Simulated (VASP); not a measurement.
# Al2Cu (Fm-3m) in VASP: further runs, part 2 of 2

VASP 6.6.1.

## (4) Vibrations by perturbation theory, LDA (14.90 Å³/atom)

This run uses another cell than the first one, of 14.90 Å³/atom.

INCAR reads:

```
ALGO = Normal
EDIFF = 1E-8
ENCUT = 520
IBRION = 8
ISIF = 2
ISMEAR = -1
LASPH = True
LCHARG = False
LREAL = False
LWAVE = False
NBANDS = 16
NELM = 60
NSW = 1
PREC = Accurate
SIGMA = 0.15
```

KPOINTS reads:

```
k-points
0
Gamma
  14 14 14
```

POSCAR reads:

```
Al2Cu
1.0
   -1.9916337272      1.9916337272      2.8165954283
    1.9916337272     -1.9916337272      2.8165954283
    1.9916337272      1.9916337272     -2.8165954283
Al Cu
2 1
Direct
    0.7500000000      0.2500000000      0.5000000000
    0.2500000000      0.7500000000      0.5000000000
    0.5000000000      0.5000000000      0.0000000000
```

Potentials or basis: VASP PAW LDA potentials, release 64 (Al, Cu).

The run is started by

```bash
> cat potpaw_LDA.64/Al/POTCAR potpaw_LDA.64/Cu/POTCAR > POTCAR
> mpirun -np 1 vasp_std > vasp.out
```

OUTCAR:

```text
EDIFF = 1E-8
   ENCUT = 520
   IBRION = 8
   ISIF = 2
   ISMEAR = -1
   LASPH = True
   LREAL = False
   NELM = 60
   NSW = 1
   PREC = Accurate

 ion  position               nearest neighbor table
   1  0.750  0.250  0.500-   3 2.44   3 2.44   3 2.44   3 2.44   2 2.82   2 2.82   2 2.82   2 2.82
                             2 2.82   2 2.82
   2  0.250  0.750  0.500-   3 2.44   3 2.44   3 2.44   3 2.44   1 2.82   1 2.82   1 2.82   1 2.82
                             1 2.82   1 2.82
   3  0.500  0.500  0.000-   2 2.44   1 2.44   1 2.44   2 2.44   1 2.44   2 2.44   2 2.44   1 2.44

  LATTYP: Found a face centered cubic cell.
 ALAT       =     5.6331908566

  Lattice vectors:

 A1 = (   1.9916337272,  -1.9916337272,  -2.8165954283)
 A2 = (   1.9916337272,   1.9916337272,  -2.8165954283)
 A3 = (   3.9832674544,   0.0000000000,   0.0000000000)

Analysis of symmetry for initial positions (statically):
[... 698 lines left out ...]
  y     0.00000     0.00000     0.00000     0.00000     0.00000     0.00000
  z     0.00000     0.00000     0.00000     0.00000     0.00000     0.00000

 SECOND DERIVATIVES (NOT SYMMETRIZED)
 ------------------------------------
               1X          1Y          1Z          2X          2Y          2Z          3X          3Y          3Z
  1X    -6.762153    0.000000   -0.000000    2.519043    0.000000    0.000000    4.243110    0.000000   -0.000000
  1Y     0.000000   -6.762153   -0.000000    0.000000    2.519043    0.000000    0.000000    4.243110    0.000000
  1Z     0.000000   -0.000000   -6.762153   -0.000000    0.000000    2.519043    0.000000   -0.000000    4.243110
  2X     2.519043    0.000000    0.000000   -6.762153    0.000000   -0.000000    4.243110    0.000000   -0.000000
  2Y     0.000000    2.519043    0.000000    0.000000   -6.762153   -0.000000    0.000000    4.243110    0.000000
  2Z    -0.000000    0.000000    2.519043    0.000000   -0.000000   -6.762153    0.000000   -0.000000    4.243110
  3X     4.299126    0.000000    0.000000    4.299126    0.000000    0.000000   -8.598252    0.000000    0.000000
  3Y    -0.000000    4.299126    0.000000   -0.000000    4.299126    0.000000    0.000000   -8.598252    0.000000
  3Z    -0.000000   -0.000000    4.299126   -0.000000   -0.000000    4.299126   -0.000000   -0.000000   -8.598252

 Eigenvectors and eigenvalues of the dynamical matrix
 ----------------------------------------------------

   1 f  =    9.169036 THz    57.610753 2PiTHz  305.846121 cm-1    37.920069 meV
             X         Y         Z           dx          dy          dz
      0.000000  1.991634  1.408298    -0.000003    0.000006    0.707107
      1.991634  0.000000  1.408298     0.000003   -0.000006   -0.707107
      0.000000  0.000000  2.816595    -0.000000    0.000000    0.000000
[... 43 lines left out ...]
   9 f/i=    0.027648 THz     0.173715 2PiTHz    0.922224 cm-1     0.114341 meV
             X         Y         Z           dx          dy          dz
      0.000000  1.991634  1.408298     0.480788   -0.009110    0.000000
      1.991634  0.000000  1.408298     0.480788   -0.009110   -0.000000
      0.000000  0.000000  2.816595     0.733026   -0.013889    0.000000

--------------------------------------------------------------------------------------------------------

 ELASTIC MODULI CONTR FROM IONIC RELAXATION (kBar)
 Direction    XX          YY          ZZ          XY          YZ          ZX
 --------------------------------------------------------------------------------
 XX        -232.9081    232.9081     -0.0000     -0.0000      0.0000     -0.0000
 YY         232.9081   -232.9081      0.0000      0.0000     -0.0000      0.0000
 ZZ          -0.0000      0.0000     -0.0000      0.0000      0.0000      0.0000
 XY          -0.0000      0.0000      0.0000     -0.0000      0.0000     -0.0000
 YZ           0.0000     -0.0000      0.0000      0.0000   -232.9081     -0.0000
 ZX          -0.0000      0.0000      0.0000     -0.0000     -0.0000   -232.9081
 --------------------------------------------------------------------------------
```

OSZICAR:

```text
N       E                     dE             d eps       ncg     rms          rms(c)
DAV:   1     0.618066403689E+02    0.61807E+02   -0.68847E+03  3336   0.116E+03
DAV:   2    -0.133682907611E+02   -0.75175E+02   -0.66645E+02  3480   0.205E+02
DAV:   3    -0.161446604638E+02   -0.27764E+01   -0.27158E+01  4608   0.443E+01
DAV:   4    -0.161990018757E+02   -0.54341E-01   -0.54320E-01  3840   0.531E+00
[... 51 lines left out ...]
RMM:  19    -0.243069157472E+00   -0.12686E-06   -0.32576E-10 24210   0.178E-05    0.119E-05
RMM:  20    -0.243069362495E+00   -0.20502E-06   -0.32326E-10 24022   0.178E-05    0.128E-06
RMM:  21    -0.243069343111E+00    0.19384E-07   -0.31445E-10 24581   0.107E-05    0.182E-07
RMM:  22    -0.243069342853E+00    0.25818E-09   -0.32232E-10 19874   0.897E-06    0.148E-07
 Linear response finished
```

stdout:

```text
POSCAR found type information on POSCAR AlCu
 POSCAR found :  2 types and       3 ions
 scaLAPACK will be used
 LDA part: xc-table for (Slater(with rela. corr.)+CA(PZ))
 , standard interpolation
 POSCAR, INCAR and KPOINTS ok, starting setup
 FFT: planning ... GRIDC
 FFT: planning ... GRID_SOFT
 FFT: planning ... GRID
 WAVECAR not read
 entering main loop
 Linear response reoptimize wavefunctions to high precision
 Linear response DOF=           2
 Linear response progress:
 first order change of Fermi-energy   0.31855E-04
 force on displaced ion       1 direction 1 :  -6.762  -0.000   0.000
 Linear response progress:
 first order change of Fermi-energy   0.14769E-04
 force on displaced ion       3 direction 1 :  -8.598  -0.000  -0.000
 Linear response finished
```

It took 26 min on 1 thread of Oxide Virtual Turin-like, shared host; peak memory 1 GiB.

What came out:

* Highest phonon frequency at Γ: 306 cm⁻¹

Phonon frequencies in cm⁻¹ (negative: imaginary):
```csv
q point,frequencies
"(0.000, 0.000, 0.000)",-1 -1 -1 282 282 282 306 306 306
```

Caveat: the cell stands under pressure or tension, which shifts response properties.
